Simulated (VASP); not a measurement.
Input of a VASP 6.6.1 run:

The input INCAR:

```
PREC = Accurate
ENCUT = 520
EDIFF = 1E-6
ISMEAR = -1
SIGMA = 0.05
LREAL = F
LASPH = T
NELM = 80
ALGO = Normal
ISIF = 2
LWAVE = F
LCHARG = F
NBANDS = 16
```

The input KPOINTS:

```
regular mesh
0
Gamma
  10 10 10
```

File POSCAR:

```
GaSb
1.0
   -1.5864166100      2.7274673588      2.9500590341
    1.5864166100     -2.7274673588      2.9500590341
    1.5864166100      2.7274673588     -2.9500590341
Sb Ga
1 1
Direct
    0.5000000000      0.5000000000      0.0000000000
    0.0000000000      0.0000000000      0.0000000000
```

Potentials or basis: VASP PAW LDA potentials, release 64 (Sb, Ga_d).

Launch:

```sh
$ cat potpaw_LDA.64/Sb/POTCAR potpaw_LDA.64/Ga_d/POTCAR > POTCAR
$ mpirun -np 1 vasp_std > vasp.out
```

(1) What does it give for the pressure?

(2) Predict the band gap on the k mesh.

Results:

(1) -6.7 GPa.

(2) zero (band 9 reaches 7.44 eV, above the bottom of band 10 at 3.43 eV).

Caveat: spin-orbit coupling is left out, which moves the levels of the heavy elements.
